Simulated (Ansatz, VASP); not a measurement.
## One calculation of CaSe, two programs

Contents of INCAR:

```
SYSTEM = CaSe
ALGO = Normal
EDIFF = 1E-7
ENCUT = 520
ISIF = 2
ISMEAR = 0
LASPH = .TRUE.
LCHARG = .FALSE.
LREAL = .FALSE.
LWAVE = .FALSE.
NBANDS = 15
NELM = 60
PREC = Accurate
SIGMA = 0.01
```

The input KPOINTS:

```
k-points
0
G
  8 8 8
  0 0 0
```

POSCAR

```
CaSe
1.0
    0.0000000000      2.9560000000      2.9560000000
    2.9560000000      0.0000000000      2.9560000000
    2.9560000000      2.9560000000      0.0000000000
Ca Se
1 1
Direct
    0.0000000000      0.0000000000      0.0000000000
    0.5000000000      0.5000000000      0.5000000000
```

Input for Ansatz:

```yaml
crystal:
  lattice:
    - [0.0, 2.956, 2.956]
    - [2.956, 0.0, 2.956]
    - [2.956, 2.956, 0.0]
  atoms:
    - { symbol: Ca, position: [0.0, 0.0, 0.0] }
    - { symbol: Se, position: [0.5, 0.5, 0.5] }
kpoints:
  mp_grid: { grid: [8, 8, 8] }
scf:
  occupations: { method: fixed }
hamiltonian:
  xc: lda
  pseudopotentials: { kind: all_electron, lapw: { basis_error: 0.001 } }
output:
  forces: true
  stress: true
  eigenvalues: true
  eigenstates:
    nscf_kmesh: { grid: [16, 16, 16] }
    de_dk: true
    e_range: [-9, 11.87944]
  optics:
    e_range: [0, 20]
    de: 0.2
    sigma: 0.15
    bands: { spectra_wanted_up_to: 20 }
    nscf_kmesh: { grid: [16, 16, 16] }
checkpoint:
  write: ck
  write_wavefunctions: false
```

Alike in both runs: task single point; functional LDA; k mesh 8 × 8 × 8; no spin polarisation.

|  | VASP | Ansatz |
| --- | --- | --- |
| version | VASP 6.6.1 | Ansatz 0.2.0 |
| potentials or method | VASP PAW LDA potentials, release 64 (Ca_sv, Se), cutoff 520 eV | all-electron LAPW, scalar-relativistic |
| occupations | gaussian, width 0.01 eV | fixed |

```csv
,VASP,Ansatz,Ansatz less VASP
gap on the k mesh at the Fermi level (eV),1.86,1.87,+0.016
pressure (GPa),-2.9,-3.1,-0.22
```

LDA's correlation is that of Perdew and Zunger in VASP and of Perdew and Wang (1992) in Ansatz. Ansatz ran all-electron here, and VASP with PAW potentials.
